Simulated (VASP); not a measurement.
# Ba (Pm-3m) in VASP: further runs

Ba is run at these levels: LDA; tasks: single point.

Program: VASP 6.6.1. These are calculated values, not measurements. Logs are shortened: lines on timing, memory, paths and dates and some standing lists are left out, and cuts for length are marked.

**1. The cell of the first run**

The structure is cubic, space group Pm-3m (No. 221). Conventional cell: a = 3.918 Å, b = 3.918 Å, c = 3.918 Å, α = 90.00°, β = 90.00°, γ = 90.00°. Within 5.1 Å of Ba (site symmetry m-3m) lie 6 Ba at 3.92 Å.

**2. Single point, LDA**

Contents of INCAR:

```
SYSTEM = Ba
ALGO = Normal ; EDIFF = 1E-7
ENCUT = 520 ; ISIF = 2
ISMEAR = 0 ; LASPH = .TRUE.
LCHARG = .TRUE. ; LELF = .TRUE.
LREAL = .FALSE. ; LVHAR = .TRUE.
LWAVE = .FALSE. ; NBANDS = 11
NELM = 80 ; PREC = Accurate
SIGMA = 0.15
```

Contents of KPOINTS:

```
k-points
0
G
  12 12 12
  0 0 0
```

Contents of POSCAR:

```
Ba
1.0
    3.9177175405      0.0000000000      0.0000000000
    0.0000000000      3.9177175405      0.0000000000
    0.0000000000      0.0000000000      3.9177175405
Ba
1
Direct
    0.0000000000      0.0000000000      0.0000000000
```

Potentials or basis: VASP PAW LDA potentials, release 64 (Ba_sv).

Launch:

```sh
> cat potpaw_LDA.64/Ba_sv/POTCAR > POTCAR
> mpirun -np 1 vasp_std > vasp.out
```

OUTCAR:

```text
SYSTEM = Ba
   EDIFF = 1E-7
   ENCUT = 520
   ISIF = 2
   ISMEAR = 0
   LASPH = .TRUE.
   LREAL = .FALSE.
   NELM = 80
   PREC = Accurate

 ion  position               nearest neighbor table
   1  0.000  0.000  0.000-

  LATTYP: Found a simple cubic cell.
 ALAT       =     3.9177175405

  Lattice vectors:

 A1 = (   3.9177175405,   0.0000000000,   0.0000000000)
 A2 = (   0.0000000000,   3.9177175405,   0.0000000000)
 A3 = (   0.0000000000,   0.0000000000,   3.9177175405)

Analysis of symmetry for initial positions (statically):
=====================================================================
 Subroutine PRICEL returns:
 Original cell was already a primitive cell.

 Routine SETGRP: Setting up the symmetry group for a
 simple cubic supercell.

 Subroutine GETGRP returns: Found 48 space group operations
 (whereof 48 operations were pure point group operations)
 out of a pool of 48 trial point group operations.

The static configuration has the point symmetry O_h .

Analysis of symmetry for dynamics (positions and initial velocities):
=====================================================================
 Subroutine PRICEL returns:
 Original cell was already a primitive cell.

 Routine SETGRP: Setting up the symmetry group for a
 simple cubic supercell.

 Subroutine GETGRP returns: Found 48 space group operations
 (whereof 48 operations were pure point group operations)
 out of a pool of 48 trial point group operations.

The dynamic configuration has the point symmetry O_h .

 Subroutine INISYM returns: Found 48 space group operations
 (whereof 48 operations are pure point group operations),
 and found     1 'primitive' translations

----------------------------------------------------------------------------------------

                                     Primitive cell

  volume of cell :      60.1311

  direct lattice vectors                    reciprocal lattice vectors
     3.917717540  0.000000000  0.000000000     0.255250663  0.000000000  0.000000000
     0.000000000  3.917717540  0.000000000     0.000000000  0.255250663  0.000000000
     0.000000000  0.000000000  3.917717540     0.000000000  0.000000000  0.255250663

  length of vectors
     3.917717540  3.917717540  3.917717540     0.255250663  0.255250663  0.255250663

  position of ions in fractional coordinates (direct lattice)
     0.000000000  0.000000000  0.000000000

  ion indices of the primitive-cell ions
   primitive index   ion index
                 1           1

----------------------------------------------------------------------------------------

 KPOINTS: k-points

Automatic generation of k-mesh.
 Grid dimensions read from file:
 generate k-points for:   12   12   12

 Generating k-lattice:

  Cartesian coordinates                     Fractional coordinates (reciprocal lattice)
     0.021270889  0.000000000  0.000000000     0.083333333  0.000000000  0.000000000
     0.000000000  0.021270889  0.000000000     0.000000000  0.083333333  0.000000000
     0.000000000  0.000000000  0.021270889     0.000000000  0.000000000  0.083333333

  Length of vectors
     0.021270889  0.021270889  0.021270889

  Shift w.r.t. Gamma in fractional coordinates (k-lattice)
     0.000000000  0.000000000  0.000000000

 Subroutine IBZKPT returns following result:
 ===========================================

 Found     84 irreducible k-points:

 Following reciprocal coordinates:
            Coordinates               Weight
  0.000000  0.000000  0.000000      1.000000
  0.083333  0.000000  0.000000      6.000000
  0.166667  0.000000  0.000000      6.000000
  0.250000  0.000000  0.000000      6.000000
  0.333333  0.000000  0.000000      6.000000
  0.416667  0.000000  0.000000      6.000000
[... 16 lines left out ...]
  0.333333  0.333333  0.000000     12.000000
  0.416667  0.333333  0.000000     24.000000
 [... further k-points ...]
   k-points           NKPTS =     84   k-points in BZ     NKDIM =     84   number of bands    NBANDS=     11
   number of dos      NEDOS =    301   number of ions     NIONS =      1
   total plane-waves  NPLWV =  27000
   dimension x,y,z NGX =    30 NGY =   30 NGZ =   30
   dimension x,y,z NGXF=    60 NGYF=   60 NGZF=   60
   ions per type =               1
   NGX,Y,Z   is equivalent  to a cutoff of  12.73, 12.73, 12.73 a.u.
   NGXF,Y,Z  is equivalent  to a cutoff of  25.46, 25.46, 25.46 a.u.
 SYSTEM =  Ba
   PREC   = accura    normal or accurate (medium, high low for compatibility)
   ISTART =      0    job   : 0-new  1-cont  2-samecut
   ICHARG =      2    charge: 1-file 2-atom 10-const
   ISPIN  =      1    spin polarized calculation?
   LNONCOLLINEAR =      F non collinear calculations
   LSORBIT =      F    spin-orbit coupling
   LASPH  =      T    aspherical Exc in radial PAW
   ENCUT  =  520.0 eV  38.22 Ry    6.18 a.u.   7.28  7.28  7.28*2*pi/ulx,y,z
   NELM   =     80;   NELMIN=  2; NELMDL= -5     # of ELM steps
   EDIFF  = 0.1E-06   stopping-criterion for ELM
   LREAL  =      F    real-space projection
   EDIFFG = 0.1E-05   stopping-criterion for IOM
   NSW    =      0    number of steps for IOM
   IBRION =     -1    ionic relax: 0-MD 1-quasi-New 2-CG
   NFREE  =      0    steps in history (QN), initial steepest desc. (CG)
   ISIF   =      2    stress and relaxation
   ISYM   =      2    0-nonsym 1-usesym 2-fastsym
   POTIM  = 0.5000    time-step for ionic-motion
   TEBEG  =    0.0;   TEEND  =   0.0 temperature during run
   PSTRESS=    0.0 pullay stress
   NELECT =      10.0000    total number of electrons
   NUPDOWN=      -1.0000    fix difference up-down
   EMIN   =  10.00;   EMAX   =-10.00  energy-range for DOS
   EFERMI =   0.00;   METHOD = LEGACY
   ISMEAR =     0;   SIGMA  =   0.15  broadening in eV -4-tet -1-fermi 0-gaus
   EFERMI_NEDOS =   21; number of points for ismear=-14 and -15
   IALGO  =     38    algorithm
   IMIX   =      4    mixing-type and parameters
     AMIX     =   0.40;   BMIX     =  1.00
     AMIX_MAG =   1.60;   BMIX_MAG =  1.00
  volume/ion in A,a.u.               =      60.13       405.78
  Fermi-wavevector in a.u.,A,eV,Ry     =   0.900275  1.701272 11.027448  0.810495
  Thomas-Fermi vector in A             =   2.023212
   LORBIT       =      0    0 simple, 1 ext, 2 COOP (PROOUT), +10 PAW based schemes
   GGA     = CA    functional components
   LHFCALC =     F    Hartree Fock is set to
   AEXX    =    0.0000 exact exchange contribution
   IVDW    =     0    specifies the selected vdW correction
   LEPSILON=     F    determine dielectric tensor
   LRPA    =     F    only Hartree local field effects (RPA)
 non-spin polarized calculation
 Gauss-broadening in eV      SIGMA  =   0.15
  energy-cutoff  :      520.00
  volume of cell :       60.13
 maximum number of plane-waves:      1647
 NGX is ok and might be reduce to    30
   NGX = 15   NGY = 15   NGZ = 15

 number of electron      10.0000001 magnetization

 Free energy of the ion-electron system (eV)
  ---------------------------------------------------
  ext. energy  EPLUGINS =         0.00000000
  ---------------------------------------------------
  free energy    TOTEN  =        -1.93824528 eV

  energy without entropy =       -1.92947976  energy(sigma->0) =       -1.93386252

 E-fermi :   1.4888     XC(G=0):  -7.7503

 val. band max:        1.4808452638   @ k =   0.0833   0.0000   0.0000
 cond. band min:       1.5449368782   @ k =   0.5000   0.2500   0.0000
 fundamental gap:      0.0640916144
 Fermi energy:         1.4888421256

 k-point     1 :       0.0000    0.0000    0.0000
  band No.  band energies     occupation
      1     -27.5282      2.00000
      2     -12.3478      2.00000
      3     -12.3478      2.00000
      4     -12.3478      2.00000
      5      -1.0914      2.00000
      6       1.4482      1.29856
      7       1.4482      1.29856
      8       6.4864      0.00000
      9       6.4864      0.00000
     10       6.4864      0.00000
     11       9.2413      0.00000

 k-point     2 :       0.0833    0.0000    0.0000
  band No.  band energies     occupation
      1     -27.5238      2.00000
      2     -12.4057      2.00000
      3     -12.3430      2.00000
      4     -12.3430      2.00000
      5      -0.9828      2.00000
      6       1.4808      1.06010
      7       1.5646      0.47533
      8       6.1971      0.00000
      9       6.1971      0.00000
     10       6.5035      0.00000
     11       8.7644      0.00000

 k-point     3 :       0.1667    0.0000    0.0000
  band No.  band energies     occupation
      1     -27.5118      2.00000
      2     -12.5590      2.00000
      3     -12.3297      2.00000
      4     -12.3297      2.00000
      5      -0.6890      2.00000
      6       1.5734      0.42525
      7       1.8887      0.00016
      8       5.6074      0.00000
      9       5.6074      0.00000
     10       6.5510      0.00000
     11       7.9397      0.00000

 k-point     4 :       0.2500    0.0000    0.0000
  band No.  band energies     occupation
      1     -27.4952      2.00000
      2     -12.7585      2.00000
      3     -12.3114      2.00000
      4     -12.3114      2.00000
      5      -0.2814      2.00000
      6       1.7088      0.03810
      7       2.3066      0.00000
      8       5.0179      0.00000
      9       5.0179      0.00000
     10       6.6179      0.00000
     11       7.3328      0.00000
[... 239 lines left out ...]
 k-point    22 :       0.5000    0.2500    0.0000
  band No.  band energies     occupation
      1     -27.4297      2.00000
      2     -13.0725      2.00000
      3     -12.6620      2.00000
      4     -12.2399      2.00000
      5       1.2842      1.94634
      6       1.5449      0.59690
      7       3.1756      0.00000
      8       4.3862      0.00000
      9       4.6008      0.00000
     10       5.4881      0.00000
     11       8.2702      0.00000

 k-point    23 :       0.3333    0.3333    0.0000
  band No.  band energies     occupation
      1     -27.4299      2.00000
      2     -12.8784      2.00000
      3     -12.8598      2.00000
      4     -12.2403      2.00000
      5       0.9333      2.00000
      6       1.7662      0.00893
      7       3.9244      0.00000
      8       4.0556      0.00000
      9       4.8038      0.00000
     10       5.0125      0.00000
     11       7.9586      0.00000

 k-point    24 :       0.4167    0.3333    0.0000
  band No.  band energies     occupation
      1     -27.4179      2.00000
      2     -12.9979      2.00000
      3     -12.8492      2.00000
      4     -12.2272      2.00000
      5       0.8992      2.00000
      6       1.7940      0.00401
      7       4.0189      0.00000
      8       4.5982      0.00000
      9       4.6076      0.00000
     10       5.0129      0.00000
     11       7.9537      0.00000

 [... further k-points ...]
[... 5 lines left out ...]
  --------------------------------------------------------------------------------------
  -------------------------------------------------------------------------------------
  Total       -0.3948596     -0.3948596     -0.3948596      0.0000000     -0.0000000     -0.0000000
  in kB      -10.5209238    -10.5209238    -10.5209238      0.0000000     -0.0000000     -0.0000000
  external PRESSURE =     -10.5209238 kB  Pullay stress =       0.0000000 kB

 VOLUME and BASIS-vectors are now :
 -----------------------------------------------------------------------------
  energy-cutoff  :      520.00
  volume of cell :       60.13
      direct lattice vectors                 reciprocal lattice vectors
     3.917717540  0.000000000  0.000000000     0.255250663  0.000000000  0.000000000
     0.000000000  3.917717540  0.000000000     0.000000000  0.255250663  0.000000000
     0.000000000  0.000000000  3.917717540     0.000000000  0.000000000  0.255250663

 POSITION                                       TOTAL-FORCE (eV/Angst)
 -----------------------------------------------------------------------------------
      0.00000      0.00000      0.00000         0.000000      0.000000      0.000000
 -----------------------------------------------------------------------------------
    total drift:                               -0.000000      0.000000     -0.000000

  FREE ENERGIE OF THE ION-ELECTRON SYSTEM (eV)
  ---------------------------------------------------
  free  energy   TOTEN  =        -1.9382452807 eV

  energy  without entropy=       -1.9294797556  energy(sigma->0) =       -1.93386252
```

It took 25 s on 1 thread of Intel Xeon Platinum 8488C (Sapphire Rapids), shared host; peak memory 0.18 GiB.

Results:

```
Free energy            : -1.9382 eV
Pressure               : -1.1 GPa
Band gap on the k mesh : zero (band 5 reaches 1.65 eV, above the bottom of band 6 at 1.44 eV)
```

Caveat: spin-orbit coupling is left out, which moves the levels of the heavy elements.

**3. Single point, LDA**

Contents of INCAR:

```
PREC = Accurate
ENCUT = 520
EDIFF = 1E-7
ISMEAR = 0
SIGMA = 0.15
LREAL = False
LASPH = True
NELM = 60
ALGO = Normal
ISIF = 2
LWAVE = False
LCHARG = False
GGA = CA
NBANDS = 11
```

Contents of KPOINTS:

```
regular mesh
0
Gamma
  14 14 14
```

POSCAR is that of step 2.

Potentials or basis: VASP PAW LDA potentials, release 64 (Ba_sv).

Launch:

```sh
> cat potpaw_LDA.64/Ba_sv/POTCAR > POTCAR
> mpirun -np 1 vasp_std > vasp.out
```

Run time: 32 s. Hardware: 1 thread of Intel Xeon Platinum 8488C (Sapphire Rapids), shared host; peak memory 0.2 GiB.

It converged, with:

| Quantity | Value |
| --- | --- |
| Free energy | -1.9377 eV |
| Pressure | -1.0 GPa |
| Band gap on the k mesh | zero (band 5 reaches 1.52 eV, above the bottom of band 6 at 1.44 eV) |

Levels at points of the mesh, in eV from the Fermi level:
| k point | band 2 | band 3 | band 4 | band 5 | band 6 | band 7 | band 8 | band 9 |
| --- | --- | --- | --- | --- | --- | --- | --- | --- |
| (0.00, 0.00, 0.00) | -13.84 | -13.84 | -13.84 | -2.59 | -0.05 | -0.05 | 4.99 | 4.99 |
| (0.50, 0.00, 0.00) | -14.62 | -13.77 | -13.77 | -0.74 | 0.53 | 0.95 | 2.66 | 2.66 |
| (0.50, 0.50, 0.00) | -14.51 | -14.51 | -13.70 | -1.00 | 0.62 | 3.16 | 3.16 | 3.52 |
| (0.50, 0.50, 0.50) | -14.40 | -14.40 | -14.40 | -0.06 | -0.06 | -0.06 | 4.10 | 6.71 |

Caveat: spin-orbit coupling is left out, which moves the levels of the heavy elements.
